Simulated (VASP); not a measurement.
# Sc (Fddd) in VASP: density of states with PBEsol

Aim: the density of states of Sc with PBEsol.

Everything below comes from runs of VASP 6.6.1. Logs are shortened: lines on timing, memory, paths and dates and some standing lists are left out, and cuts for length are marked.

## 1. The cell of the first run

The structure is orthorhombic, space group Fddd (No. 70). The conventional cell has a = 2.917 Å, b = 5.327 Å, c = 9.385 Å, α = 90.00°, β = 90.00°, γ = 90.00°. Sc (site symmetry 222) has 14 Sc at 2.79 to 3.47 Å within 3.7 Å.

## 2. Density of states, PBEsol

The input, POSCAR:

```
Sc
1.0
   -2.9171110000      0.0000000000      0.0000000000
    1.4585550000      0.0000000000      4.6923860000
    1.4585550000      2.6635130000      0.0000000000
Sc
2
Direct
    0.0000000000      0.0000000000      0.0000000000
    0.2500000000      0.5000000000      0.5000000000
```

The input, INCAR.step1:

```
PREC = Accurate
ENCUT = 520
EDIFF = 1E-6
ISMEAR = -1
SIGMA = 0.1
LREAL = False
LASPH = True
NELM = 100
ALGO = Normal
ISIF = 2
LWAVE = False
LCHARG = True
LMAXMIX = 4
GGA = PS
NBANDS = 18
```

The input, KPOINTS.step1:

```
regular mesh
0
Gamma
  11 11 11
```

The input, INCAR.step2:

```
PREC = Accurate
ENCUT = 520
EDIFF = 1E-6
ISMEAR = -5
SIGMA = 0.1
LREAL = False
LASPH = True
NELM = 100
ALGO = Normal
ISIF = 2
LWAVE = False
LCHARG = False
LMAXMIX = 4
GGA = PS
LORBIT = 11
NEDOS = 2001
ICHARG = 11
```

The input, KPOINTS.step2:

```
regular mesh
0
Gamma
  17 17 17
```

Potentials or basis: VASP PAW PBE potentials, release 64 (Sc_sv).

Started as:

```
> cat potpaw_PBE.64/Sc_sv/POTCAR > POTCAR
> cp INCAR.step1 INCAR
> cp KPOINTS.step1 KPOINTS
> mpirun -np 1 vasp_std > vasp.out
> cp INCAR.step2 INCAR
> cp KPOINTS.step2 KPOINTS
> mpirun -np 1 vasp_std > vasp.out
```

OUTCAR:

```text
PREC = Accurate
   ENCUT = 520
   EDIFF = 1E-6
   ISMEAR = -5
   LREAL = False
   LASPH = True
   NELM = 100
   ISIF = 2
   GGA = PS
   LORBIT = 11
   ICHARG = 11

 ion  position               nearest neighbor table
   1  0.000  0.000  0.000-   2 2.79   2 2.79   2 2.79   2 2.79
   2  0.250  0.500  0.500-   1 2.79   1 2.79   1 2.79   1 2.79

  LATTYP: Found a face centered orthorhombic cell.
 ALAT       =     2.9171110000
 B/A-ratio  =     1.8261307163
 C/A-ratio  =     3.2171460051

  Lattice vectors:

 A1 = (  -0.0000000000,   2.6635130000,  -4.6923860000)
 A2 = (  -1.4585550000,   0.0000000000,  -4.6923860000)
 A3 = (  -1.4585560000,   2.6635130000,   0.0000000000)

Analysis of symmetry for initial positions (statically):
=====================================================================
 Subroutine PRICEL returns:
 Original cell was already a primitive cell.

 Routine SETGRP: Setting up the symmetry group for a
 face centered orthorhombic supercell.

 Subroutine GETGRP returns: Found  8 space group operations
 (whereof  4 operations were pure point group operations)
 out of a pool of  8 trial point group operations.

The static configuration has the point symmetry D_2 .
 The point group associated with its full space group is D_2h.

Analysis of symmetry for dynamics (positions and initial velocities):
=====================================================================
 Subroutine PRICEL returns:
 Original cell was already a primitive cell.

 Routine SETGRP: Setting up the symmetry group for a
 face centered orthorhombic supercell.

 Subroutine GETGRP returns: Found  8 space group operations
 (whereof  4 operations were pure point group operations)
 out of a pool of  8 trial point group operations.

The dynamic configuration has the point symmetry D_2 .
 The point group associated with its full space group is D_2h.

 Subroutine INISYM returns: Found  8 space group operations
 (whereof  4 operations are pure point group operations),
 and found     1 'primitive' translations

----------------------------------------------------------------------------------------

                                     Primitive cell

  volume of cell :      36.4587

  direct lattice vectors                    reciprocal lattice vectors
    -2.917111000  0.000000000  0.000000000    -0.342804919  0.187721940  0.106555562
     1.458555000  0.000000000  4.692386000     0.000000000  0.000000000  0.213111198
     1.458555000  2.663513000  0.000000000     0.000000000  0.375444009  0.000000000

  length of vectors
     2.917111000  4.913844631  3.036722607     0.405103477  0.213111198  0.375444009

  position of ions in fractional coordinates (direct lattice)
     0.000000000  0.000000000  0.000000000
     0.250000000  0.500000000  0.500000000

  ion indices of the primitive-cell ions
   primitive index   ion index
                 1           1
                 2           2

----------------------------------------------------------------------------------------

 KPOINTS: regular mesh

Automatic generation of k-mesh.
 Grid dimensions read from file:
 generate k-points for:   17   17   17

 Generating k-lattice:

  Cartesian coordinates                     Fractional coordinates (reciprocal lattice)
    -0.020164995  0.011042467  0.006267974     0.058823529  0.000000000  0.000000000
     0.000000000  0.000000000  0.012535953     0.000000000  0.058823529  0.000000000
     0.000000000  0.022084942  0.000000000     0.000000000  0.000000000  0.058823529

  Length of vectors
     0.023829616  0.012535953  0.022084942

  Shift w.r.t. Gamma in fractional coordinates (k-lattice)
     0.000000000  0.000000000  0.000000000

 TETIRR: Found   6289 inequivalent tetrahedra from    29478

 Subroutine IBZKPT returns following result:
 ===========================================

 Found    729 irreducible k-points:

 Following reciprocal coordinates:
            Coordinates               Weight
  0.000000  0.000000  0.000000      1.000000
  0.058824 -0.000000  0.000000      8.000000
  0.117647 -0.000000  0.000000      8.000000
  0.176471 -0.000000 -0.000000      8.000000
  0.235294 -0.000000  0.000000      8.000000
  0.294118 -0.000000  0.000000      8.000000
[... 16 lines left out ...]
 -0.235294  0.058824 -0.000000      8.000000
 -0.176471  0.058824  0.000000      8.000000
 [... further k-points ...]
   k-points           NKPTS =    729   k-points in BZ     NKDIM =    729   number of bands    NBANDS=     15
   number of dos      NEDOS =   2001   number of ions     NIONS =      2
   total plane-waves  NPLWV =  23040
   dimension x,y,z NGX =    24 NGY =   40 NGZ =   24
   dimension x,y,z NGXF=    48 NGYF=   80 NGZF=   48
   ions per type =               2
   NGX,Y,Z   is equivalent  to a cutoff of  13.68, 13.53, 13.14 a.u.
   NGXF,Y,Z  is equivalent  to a cutoff of  27.36, 27.07, 26.28 a.u.
 SYSTEM =  unknown system
   PREC   = accura    normal or accurate (medium, high low for compatibility)
   ISTART =      0    job   : 0-new  1-cont  2-samecut
   ICHARG =     11    charge: 1-file 2-atom 10-const
   ISPIN  =      1    spin polarized calculation?
   LNONCOLLINEAR =      F non collinear calculations
   LSORBIT =      F    spin-orbit coupling
   LASPH  =      T    aspherical Exc in radial PAW
   ENCUT  =  520.0 eV  38.22 Ry    6.18 a.u.   5.42  9.14  5.65*2*pi/ulx,y,z
   NELM   =    100;   NELMIN=  2; NELMDL=  0     # of ELM steps
   EDIFF  = 0.1E-05   stopping-criterion for ELM
   LREAL  =      F    real-space projection
   EDIFFG = 0.1E-04   stopping-criterion for IOM
   NSW    =      0    number of steps for IOM
   IBRION =     -1    ionic relax: 0-MD 1-quasi-New 2-CG
   NFREE  =      0    steps in history (QN), initial steepest desc. (CG)
   ISIF   =      2    stress and relaxation
   ISYM   =      2    0-nonsym 1-usesym 2-fastsym
   POTIM  = 0.5000    time-step for ionic-motion
   TEBEG  =    0.0;   TEEND  =   0.0 temperature during run
   PSTRESS=    0.0 pullay stress
   NELECT =      22.0000    total number of electrons
   NUPDOWN=      -1.0000    fix difference up-down
   EMIN   =  10.00;   EMAX   =-10.00  energy-range for DOS
   EFERMI =   0.00;   METHOD = LEGACY
   ISMEAR =    -5;   SIGMA  =   0.10  broadening in eV -4-tet -1-fermi 0-gaus
   EFERMI_NEDOS =   21; number of points for ismear=-14 and -15
   IALGO  =     38    algorithm
   IMIX   =      4    mixing-type and parameters
     AMIX     =   0.40;   BMIX     =  1.00
     AMIX_MAG =   1.60;   BMIX_MAG =  1.00
  volume/ion in A,a.u.               =      18.23       123.02
  Fermi-wavevector in a.u.,A,eV,Ry     =   1.383402  2.614252 26.038863  1.913802
  Thomas-Fermi vector in A             =   2.508004
   LORBIT       =     11    0 simple, 1 ext, 2 COOP (PROOUT), +10 PAW based schemes
   GGA     = PS    functional components
   LHFCALC =     F    Hartree Fock is set to
   AEXX    =    0.0000 exact exchange contribution
   IVDW    =     0    specifies the selected vdW correction
   LEPSILON=     F    determine dielectric tensor
   LRPA    =     F    only Hartree local field effects (RPA)
 non-spin polarized calculation
 Fermi weights with tetrahedron method with Bloechl corrections
  energy-cutoff  :      520.00
  volume of cell :       36.46
 maximum number of plane-waves:      1005
 NGX is ok and might be reduce to    24

 number of electron      22.0000002 magnetization

 Free energy of the ion-electron system (eV)
  ---------------------------------------------------
  ext. energy  EPLUGINS =         0.00000000
  ---------------------------------------------------
  free energy    TOTEN  =       -12.39446059 eV

  energy without entropy =      -12.39446059  energy(sigma->0) =      -12.39446059

 E-fermi :   5.5827     XC(G=0): -11.2940

 val. band max:        5.5932878272   @ k =   0.1176   0.2941   0.2941
 cond. band min:       5.5288682620   @ k =   0.1176  -0.0000   0.2353
 fundamental gap:     -0.0644195652
 Fermi energy:         5.5826579651

 k-point     1 :       0.0000    0.0000    0.0000
  band No.  band energies     occupation
      1     -43.0200      2.00000
      2     -42.7492      2.00000
      3     -22.4010      2.00000
      4     -21.4242      2.00000
      5     -21.2388      2.00000
      6     -21.2305      2.00000
      7     -21.1724      2.00000
      8     -21.1307      2.00000
      9       0.0078      2.00000
     10       3.4772      2.00000
     11       7.0523      0.00000
     12       7.0793      0.00000
     13       7.1007      0.00000
     14       7.9279      0.00000
     15       8.1309      0.00000

 k-point     2 :       0.0588   -0.0000    0.0000
  band No.  band energies     occupation
      1     -43.0137      2.00000
      2     -42.7469      2.00000
      3     -22.3883      2.00000
      4     -21.4341      2.00000
      5     -21.2634      2.00000
      6     -21.2570      2.00000
      7     -21.1810      2.00000
      8     -21.1325      2.00000
      9       0.1206      2.00000
     10       3.5608      2.00000
     11       6.8370      0.00000
     12       7.0993      0.00000
     13       7.1209      0.00000
     14       7.9147      0.00000
     15       8.0227      0.00000
[... 365 lines left out ...]
      3     -22.2551      2.00000
      4     -21.6488      2.00000
      5     -21.5875      2.00000
      6     -21.4582      2.00000
      7     -21.2599      2.00000
      8     -21.1555      2.00000
      9       1.5353      2.00000
     10       4.4512      2.00000
     11       5.1642      2.08948
     12       6.4192      0.00000
     13       7.1649      0.00000
     14       7.6918      0.00000
     15       7.8713      0.00000

 k-point    24 :      -0.1765    0.0588    0.0000
  band No.  band energies     occupation
      1     -42.9712      2.00000
      2     -42.7268      2.00000
      3     -22.3145      2.00000
      4     -21.5304      2.00000
      5     -21.4624      2.00000
      6     -21.3970      2.00000
      7     -21.2275      2.00000
      8     -21.1390      2.00000
      9       0.9069      2.00000
     10       4.1487      2.00000
     11       5.7082      0.45661
     12       6.7819      0.00000
     13       7.4318      0.00000
     14       7.6095      0.00000
     15       7.7425      0.00000

 [... further k-points ...]
[... 5 lines left out ...]
  --------------------------------------------------------------------------------------
  -------------------------------------------------------------------------------------
  Total        3.8153262      4.7731929      5.0016056     -0.0000009      0.0000000     -0.0000005
  in kB      167.6643600    209.7577713    219.7953583     -0.0000394      0.0000000     -0.0000234
  external PRESSURE =     199.0724966 kB  Pullay stress =       0.0000000 kB

 VOLUME and BASIS-vectors are now :
 -----------------------------------------------------------------------------
  energy-cutoff  :      520.00
  volume of cell :       36.46
      direct lattice vectors                 reciprocal lattice vectors
    -2.917111000  0.000000000  0.000000000    -0.342804919  0.187721940  0.106555562
     1.458555000  0.000000000  4.692386000     0.000000000  0.000000000  0.213111198
     1.458555000  2.663513000  0.000000000     0.000000000  0.375444009  0.000000000

 POSITION                                       TOTAL-FORCE (eV/Angst)
 -----------------------------------------------------------------------------------
      0.00000      0.00000      0.00000         0.000000      0.000000      0.000000
      0.72928      1.33176      2.34619         0.000000      0.000000      0.000000
 -----------------------------------------------------------------------------------
    total drift:                               -0.000000     -0.000000     -0.000000

  FREE ENERGIE OF THE ION-ELECTRON SYSTEM (eV)
  ---------------------------------------------------
  free  energy   TOTEN  =       -12.3944605857 eV

  energy  without entropy=      -12.3944605857  energy(sigma->0) =      -12.39446059

 total charge

# of ion       s       p       d       tot
------------------------------------------
    1        2.338   6.133   1.306   9.777
    2        2.338   6.133   1.306   9.777
--------------------------------------------------
tot          4.675  12.266   2.613  19.554
```

It took 13 min on 1 thread of Oxide Virtual Turin-like, shared host; peak memory 0.4 GiB.

What came out:

* Valence electrons inside the program's atomic spheres: Sc 9.78

Levels at points of the mesh, in eV from the Fermi level:
| k point | band 7 | band 8 | band 9 | band 10 | band 11 | band 12 | band 13 | band 14 | band 15 |
| --- | --- | --- | --- | --- | --- | --- | --- | --- | --- |
| (0.00, 0.00, 0.00) | -26.76 | -26.71 | -5.57 | -2.11 | 1.47 | 1.50 | 1.52 | 2.35 | 2.55 |

Caveat: the PAW data sets were made with another functional, which shifts forces and pressure a little; tetrahedron occupations give inexact forces and stress in metals.
